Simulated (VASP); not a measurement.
**LiH: single point with r2SCAN**

Crystal: LiH.

```
CELL_PARAMETERS angstrom
2.50166 0.00000 0.00000
0.00000 2.50166 0.00000
0.00000 0.00000 2.50166
ATOMIC_POSITIONS crystal
Li 0.00000 0.00000 0.00000
H 0.50000 0.50000 0.50000
```

```yaml
Program: VASP 6.6.1
Task: single point
Functional: r2SCAN
Potentials_or_basis: VASP PAW PBE potentials, release 64 (Li_sv, H)
Cutoff: 520 eV
k_mesh: 10 × 10 × 10
Occupations: gaussian, width 0.01 eV
Spin: no spin polarisation
```

| Property | Result |
| --- | --- |
| Band gap on the k mesh | 1.30 eV, indirect (least direct gap 4.89 eV) |

Levels at points of the mesh, in eV from the valence-band top:
```
           k point  band 1  band 2  band 3  band 4  band 5  band 6
(0.00, 0.00, 0.00)  -49.80   -9.12   13.04   13.04   13.04   14.08
(0.50, 0.00, 0.00)  -49.75   -6.86    1.30   12.73   18.00   18.00
(0.50, 0.50, 0.00)  -49.70   -2.87    2.02    2.02   10.47   21.76
(0.50, 0.50, 0.50)  -49.66    0.00    7.51    7.51    7.51    9.09
```

It took 43 s on 1 thread of AMD EPYC 7R43 64-Core Processor (Zen 3) (shared host), peak memory 0.08 GiB.

Caveat: the PAW data sets were made with another functional, which shifts forces and pressure a little. r2SCAN opens gaps a little over a GGA but as a rule still falls short of measured ones.
